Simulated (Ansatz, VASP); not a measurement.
**One calculation of CdF2, two programs**

```xyz
3
Lattice="0.0000 2.6940 2.6940 2.6940 0.0000 2.6940 2.6940 2.6940 0.0000" Properties=species:S:1:pos:R:3 pbc="T T T"
Cd    0.0000    0.0000    0.0000
F     4.0410    4.0410    4.0410
F     1.3470    1.3470    1.3470
```

Alike in both runs: task relaxation of cell and atoms; functional RPBE; dispersion D3(BJ); k mesh 9 × 9 × 9; occupations fermi-dirac, width 0.05 eV; no spin polarisation.

|  | VASP | Ansatz |
| --- | --- | --- |
| version | VASP 6.6.1 | Ansatz 0.2.0 |
| potentials or method | VASP PAW PBE potentials, release 64 (Cd, F) | Ansatz PAW |
| plane-wave cutoff (eV) | 600 | 420 |
| valence electrons in the cell | 26 | 34 |

Ansatz gave:

* relaxed volume (Å³/atom): 13.11
* relaxed cell length with the largest relative difference (Å): 3.817

Estimate VASP's values.

relaxed volume (Å³/atom): 13.17; relaxed cell length with the largest relative difference (Å): 3.823.

VASP's potentials were made for PBE, not for RPBE. VASP's potentials hold 26 valence electrons a cell and Ansatz's 34, so a difference there can come from the potentials and not from the codes.

Noted on Ansatz's run: odd divisions of the mesh miss points on the zone boundary, where band edges often lie, so the gap on the mesh can be too wide; the plane-wave basis is chosen anew once the cell has moved, so the energies of steps on either side of that aren't comparable.
